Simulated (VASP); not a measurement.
# Ti (P2_1/m) in VASP: notebook

Ti is run at these levels: PBEsol; tasks: single point.

All numbers are computed with VASP 6.6.1; they aren't measurements. Logs are shortened: lines on timing, memory, paths and dates and some standing lists are left out, and cuts for length are marked.

### Step 1. The cell of the first run

The structure is monoclinic, space group P2_1/m (No. 11). Conventional cell: a = 3.210 Å, b = 3.210 Å, c = 3.210 Å, α = 90.00°, β = 90.00°, γ = 90.00°. Ti (site symmetry m) has 14 Ti at 2.45 to 3.21 Å within 3.3 Å.

### Step 2. Single point, PBEsol (atoms displaced along several vibrational modes)

File INCAR:

```
SYSTEM = Ti
PREC = Accurate
ENCUT = 520
EDIFF = 1E-6
ISMEAR = 0
SIGMA = 0.15
LREAL = .FALSE.
LASPH = .TRUE.
NELM = 60
ALGO = Fast
ISIF = 2
LWAVE = .FALSE.
LCHARG = .FALSE.
GGA = PS
NBANDS = 19
```

File KPOINTS:

```
Automatic mesh
0
G
  14 14 14
  0 0 0
```

File POSCAR:

```
Ti
1.0
    0.0000000000     -3.2099008398      0.0000000000
   -3.2099008398      0.0000000000      0.0000000000
    0.0000000000      0.0000000000     -3.2099008398
Ti
2
Direct
    0.5343935858      0.5573226430      0.5000000000
   -0.0343935858     -0.0573226430      0.0000000000
```

Potentials or basis: VASP PAW PBE potentials, release 64 (Ti_sv).

On the command line:

```sh
$ cat potpaw_PBE.64/Ti_sv/POTCAR > POTCAR
$ mpirun -np 1 vasp_std > vasp.out
```

OUTCAR:

```text
SYSTEM = Ti
   PREC = Accurate
   ENCUT = 520
   EDIFF = 1E-6
   ISMEAR = 0
   LREAL = .FALSE.
   LASPH = .TRUE.
   NELM = 60
   ISIF = 2
   GGA = PS

 ion  position               nearest neighbor table
   1  0.534  0.557  0.500-   2 2.45   2 2.45   2 2.73   2 2.73   2 2.90   2 2.90
   2  0.966  0.943  0.000-   1 2.45   1 2.45   1 2.73   1 2.73   1 2.90   1 2.90

  LATTYP: Found a simple cubic cell.
 ALAT       =     3.2099008398

  Lattice vectors:

 A1 = (   0.0000000000,  -3.2099008398,   0.0000000000)
 A2 = (  -3.2099008398,   0.0000000000,   0.0000000000)
 A3 = (   0.0000000000,   0.0000000000,  -3.2099008398)

Analysis of symmetry for initial positions (statically):
=====================================================================
 Subroutine PRICEL returns:
 Original cell was already a primitive cell.

 Routine SETGRP: Setting up the symmetry group for a
 simple cubic supercell.

 Subroutine GETGRP returns: Found  4 space group operations
 (whereof  2 operations were pure point group operations)
 out of a pool of 48 trial point group operations.

The static configuration has the point symmetry C_1h.
 The point group associated with its full space group is C_2h.

Analysis of symmetry for dynamics (positions and initial velocities):
=====================================================================
 Subroutine PRICEL returns:
 Original cell was already a primitive cell.

 Routine SETGRP: Setting up the symmetry group for a
 simple cubic supercell.

 Subroutine GETGRP returns: Found  4 space group operations
 (whereof  2 operations were pure point group operations)
 out of a pool of 48 trial point group operations.

The dynamic configuration has the point symmetry C_1h.
 The point group associated with its full space group is C_2h.

 Subroutine INISYM returns: Found  4 space group operations
 (whereof  2 operations are pure point group operations),
 and found     1 'primitive' translations

----------------------------------------------------------------------------------------

                                     Primitive cell

  volume of cell :      33.0731

  direct lattice vectors                    reciprocal lattice vectors
     0.000000000 -3.209900840  0.000000000     0.000000000 -0.311536103  0.000000000
[... 75 lines left out ...]
   NGXF,Y,Z  is equivalent  to a cutoff of  24.86, 24.86, 24.86 a.u.
 SYSTEM =  Ti
   PREC   = accura    normal or accurate (medium, high low for compatibility)
   ISTART =      0    job   : 0-new  1-cont  2-samecut
   ICHARG =      2    charge: 1-file 2-atom 10-const
   ISPIN  =      1    spin polarized calculation?
   LNONCOLLINEAR =      F non collinear calculations
   LSORBIT =      F    spin-orbit coupling
   LASPH  =      T    aspherical Exc in radial PAW
   ENCUT  =  520.0 eV  38.22 Ry    6.18 a.u.   5.97  5.97  5.97*2*pi/ulx,y,z
   NELM   =     60;   NELMIN=  2; NELMDL= -5     # of ELM steps
   EDIFF  = 0.1E-05   stopping-criterion for ELM
   LREAL  =      F    real-space projection
   EDIFFG = 0.1E-04   stopping-criterion for IOM
   NSW    =      0    number of steps for IOM
   IBRION =     -1    ionic relax: 0-MD 1-quasi-New 2-CG
   NFREE  =      0    steps in history (QN), initial steepest desc. (CG)
   ISIF   =      2    stress and relaxation
   ISYM   =      2    0-nonsym 1-usesym 2-fastsym
   POTIM  = 0.5000    time-step for ionic-motion
   TEBEG  =    0.0;   TEEND  =   0.0 temperature during run
   PSTRESS=    0.0 pullay stress
   NELECT =      24.0000    total number of electrons
   NUPDOWN=      -1.0000    fix difference up-down
   EMIN   =  10.00;   EMAX   =-10.00  energy-range for DOS
   EFERMI =   0.00;   METHOD = LEGACY
   ISMEAR =     0;   SIGMA  =   0.15  broadening in eV -4-tet -1-fermi 0-gaus
   EFERMI_NEDOS =   21; number of points for ismear=-14 and -15
   IALGO  =     68    algorithm
   IMIX   =      4    mixing-type and parameters
     AMIX     =   0.40;   BMIX     =  1.00
     AMIX_MAG =   1.60;   BMIX_MAG =  1.00
  volume/ion in A,a.u.               =      16.54       111.59
  Fermi-wavevector in a.u.,A,eV,Ry     =   1.471139  2.780049 29.446397  2.164249
  Thomas-Fermi vector in A             =   2.586311
   LORBIT       =      0    0 simple, 1 ext, 2 COOP (PROOUT), +10 PAW based schemes
   GGA     = PS    functional components
   LHFCALC =     F    Hartree Fock is set to
   AEXX    =    0.0000 exact exchange contribution
   IVDW    =     0    specifies the selected vdW correction
   LEPSILON=     F    determine dielectric tensor
   LRPA    =     F    only Hartree local field effects (RPA)
 non-spin polarized calculation
 RMM-DIIS sequential band-by-band and
 Gauss-broadening in eV      SIGMA  =   0.15
  energy-cutoff  :      520.00
  volume of cell :       33.07
 maximum number of plane-waves:       912
   NGX = 11   NGY = 11   NGZ = 11

 number of electron      24.0000000 magnetization

 Free energy of the ion-electron system (eV)
  ---------------------------------------------------
  ext. energy  EPLUGINS =         0.00000000
  ---------------------------------------------------
  free energy    TOTEN  =       -16.00027148 eV

  energy without entropy =      -15.95173138  energy(sigma->0) =      -15.97600143

 E-fermi :   8.4204     XC(G=0): -11.8196

 val. band max:        8.4194161591   @ k =   0.4286   0.2857   0.1429
 cond. band min:       8.4210968125   @ k =  -0.2143   0.2143   0.0000
 fundamental gap:      0.0016806534
 Fermi energy:         8.4203811005

 k-point     1 :       0.0000    0.0000    0.0000
  band No.  band energies     occupation
      1     -47.7811      2.00000
      2     -47.3727      2.00000
      3     -24.3154      2.00000
      4     -24.3085      2.00000
      5     -24.0607      2.00000
      6     -23.6853      2.00000
[... 505 lines left out ...]
      6     -23.6992      2.00000
[... 11 lines left out ...]
     18      12.1662      0.00000
     19      12.9263      0.00000

 [... further k-points ...]
[... 5 lines left out ...]
  --------------------------------------------------------------------------------------
  -------------------------------------------------------------------------------------
  Total       -0.1493275      0.6628407      1.4307163      0.5586213      0.0000000      0.0000000
  in kB       -7.2339509     32.1103382     69.3089380     27.0615845      0.0000000      0.0000000
  external PRESSURE =      31.3951084 kB  Pullay stress =       0.0000000 kB

 VOLUME and BASIS-vectors are now :
 -----------------------------------------------------------------------------
  energy-cutoff  :      520.00
  volume of cell :       33.07
      direct lattice vectors                 reciprocal lattice vectors
     0.000000000 -3.209900840  0.000000000     0.000000000 -0.311536103  0.000000000
    -3.209900840  0.000000000  0.000000000    -0.311536103  0.000000000  0.000000000
     0.000000000  0.000000000 -3.209900840     0.000000000  0.000000000 -0.311536103

 POSITION                                       TOTAL-FORCE (eV/Angst)
 -----------------------------------------------------------------------------------
     -1.78895     -1.71535     -1.60495         1.812404      1.418758      0.000000
     -3.02590     -3.09950      0.00000        -1.812404     -1.418758      0.000000
 -----------------------------------------------------------------------------------
    total drift:                               -0.000000      0.000000      0.000000

  FREE ENERGIE OF THE ION-ELECTRON SYSTEM (eV)
  ---------------------------------------------------
  free  energy   TOTEN  =       -16.0002714824 eV

  energy  without entropy=      -15.9517313828  energy(sigma->0) =      -15.97600143
```

It took 20 min on 1 thread of Intel Xeon 8259CL, shared host; peak memory 0.48 GiB.

Results:

- Free energy: -16.0003 eV
- Pressure: 3.1 GPa
- Largest force: 2.302 eV/Å
- Band gap on the k mesh: zero (bands 12 and 13 overlap by 1.26 eV)

Forces in eV/Å, atoms in the order of the input:
```
Ti   1.812  1.419  0.000
Ti  -1.812 -1.419  0.000
```

Stress tensor (GPa, compression positive):
```
-0.72  2.71  0.00
 2.71  3.21  0.00
 0.00  0.00  6.93
```

Levels at points of the mesh, in eV from the Fermi level:
```tsv
k point	band 8	band 9	band 10	band 11	band 12	band 13	band 14	band 15	band 16	band 17
(0.00, 0.00, 0.00)	-31.91	-5.93	-2.46	-1.99	0.56	1.31	1.43	2.13	3.13	3.64
(0.50, 0.00, 0.00)	-32.04	-2.56	-2.48	-1.19	-0.17	0.62	0.92	2.15	2.70	2.81
(0.00, 0.50, 0.00)	-32.01	-2.60	-2.45	-1.38	0.62	0.78	1.10	1.57	2.18	2.42
(0.00, 0.00, 0.50)	-32.06	-2.53	-2.53	-0.84	-0.84	0.83	0.83	2.58	2.58	3.27
(0.50, 0.50, 0.00)	-31.97	-2.62	-2.56	-0.60	-0.45	1.05	1.33	2.87	3.08	3.62
(0.00, 0.50, 0.50)	-31.94	-2.51	-2.51	-0.35	-0.35	1.15	1.15	3.14	3.14	3.45
(0.50, 0.00, 0.50)	-31.89	-2.37	-2.37	-0.06	-0.06	1.28	1.28	2.78	2.78	3.28
(0.50, 0.50, 0.50)	-32.01	-0.91	-0.91	-0.56	-0.56	0.06	0.06	3.33	3.33	3.34
```

Caveat: the cell differs from its parent crystal (atoms displaced along several vibrational modes); the stress differs along the axes, from -1 to 7 GPa; the PAW data sets were made with another functional, which shifts forces and pressure a little.

### Step 3. Single point, PBEsol (atoms displaced along several vibrational modes)

File INCAR:

```
PREC = Accurate
ENCUT = 520
EDIFF = 1E-6
ISMEAR = 0
SIGMA = 0.15
LREAL = F
LASPH = T
NELM = 100
ALGO = Fast
ISIF = 2
LWAVE = F
LCHARG = F
GGA = PS
NBANDS = 19
```

File KPOINTS:

```
Automatic mesh
0
Gamma
  14 14 14
```

File POSCAR:

```
Ti
1.0
    0.0000000000     -3.2099008398      0.0000000000
   -3.2099008398      0.0000000000      0.0000000000
    0.0000000000      0.0000000000     -3.2099008398
Ti
2
Direct
    0.5229290572      0.5343935858      0.5000000000
   -0.0229290572     -0.0343935858      0.0000000000
```

Potentials or basis: VASP PAW PBE potentials, release 64 (Ti_sv).

On the command line:

```sh
$ cat potpaw_PBE.64/Ti_sv/POTCAR > POTCAR
$ mpirun -np 1 vasp_std > vasp.out
```

Wall time 21 min (1 thread of Intel Xeon 8259CL, shared host); peak memory 0.48 GiB.

It converged, with:

- Free energy: -16.3127 eV
- Pressure: 1.6 GPa
- Largest force: 1.476 eV/Å
- Band gap on the k mesh: zero (bands 12 and 13 overlap by 1.46 eV)

Forces in eV/Å, atoms in the order of the input:
```
Ti   1.183  0.883  0.000
Ti  -1.183 -0.883  0.000
```

Stress tensor (GPa, compression positive):
```
0.80 2.03 0.00
2.03 1.50 0.00
0.00 0.00 2.61
```

Levels at points of the mesh, in eV from the Fermi level:
```csv
k point,band 9,band 10,band 11,band 12,band 13,band 14,band 15,band 16
"(0.00, 0.00, 0.00)",-6.00,-2.33,-2.16,0.85,1.17,1.19,2.59,2.97
"(0.50, 0.00, 0.00)",-2.61,-2.57,-0.72,0.08,1.04,1.14,1.71,1.99
"(0.00, 0.50, 0.00)",-2.62,-2.55,-0.83,0.49,1.17,1.23,1.48,1.82
"(0.00, 0.00, 0.50)",-2.59,-2.59,-0.43,-0.43,1.07,1.07,1.95,1.95
"(0.50, 0.50, 0.00)",-2.58,-2.57,-0.50,-0.44,1.16,1.33,2.93,3.15
"(0.00, 0.50, 0.50)",-2.54,-2.54,-0.39,-0.39,1.26,1.26,3.06,3.06
"(0.50, 0.00, 0.50)",-2.50,-2.50,-0.30,-0.30,1.31,1.31,2.89,2.89
"(0.50, 0.50, 0.50)",-0.82,-0.82,-0.60,-0.60,-0.25,-0.25,3.36,3.36
```

Caveat: the cell differs from its parent crystal (atoms displaced along several vibrational modes); the PAW data sets were made with another functional, which shifts forces and pressure a little.

(Continued in part 2 of 2.)
